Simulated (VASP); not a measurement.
Write the native input for VASP 6.6.1 that does the following.

```
Task                   : single point
Functional             : PBEsol
Potentials or basis    : VASP PAW PBE potentials, release 64 (Al, N)
Cutoff                 : 520 eV
k mesh                 : 9 × 9 × 6
Occupations            : gaussian, width 0.05 eV
Spin                   : no spin polarisation
Dipole correction      : no
Further INCAR settings : ALGO = Normal; EDIFF = 1e-06; NBANDS = 16
```

The structure of AlN lies in POSCAR:

```
AlN
1.0
    3.3015780391      0.0000000000      0.0000000000
   -1.6507890196      2.8592504545      0.0000000000
    0.0000000000      0.0000000000      4.2240000000
Al N
2 2
Direct
    0.3333333333      0.6666666667      0.7500000000
    0.6666666667      0.3333333333      0.2500000000
    0.3333333333      0.6666666667      0.2500000000
    0.6666666667      0.3333333333      0.7500000000
```

The input as run:

INCAR

```
SYSTEM = AlN
  PREC = Accurate
  ENCUT = 520
  EDIFF = 1E-6
  ISMEAR = 0
  SIGMA = 0.05
  LREAL = .False.
  LASPH = .True.
  NELM = 100
  ALGO = Normal
  ISIF = 2
  LWAVE = .False.
  LCHARG = .False.
  GGA = PS
  NBANDS = 16
```

KPOINTS

```
regular mesh
0
Gamma
  9 9 6
  0 0 0
```

Potentials or basis: VASP PAW PBE potentials, release 64 (Al, N).

Run with:

```bash
$ cat potpaw_PBE.64/Al/POTCAR potpaw_PBE.64/N/POTCAR > POTCAR
$ mpirun -np 1 vasp_std > vasp.out
```

It gave:

```json
{
  "Pressure": "-3.6 GPa",
  "Band gap on the k mesh": "3.14 eV, direct"
}
```

Caveat: the PAW data sets were made with another functional, which shifts forces and pressure a little.

Run time: 68 s on 1 thread of AMD EPYC 7R13 Processor (Zen 3), on a shared host, peak memory 0.13 GiB.
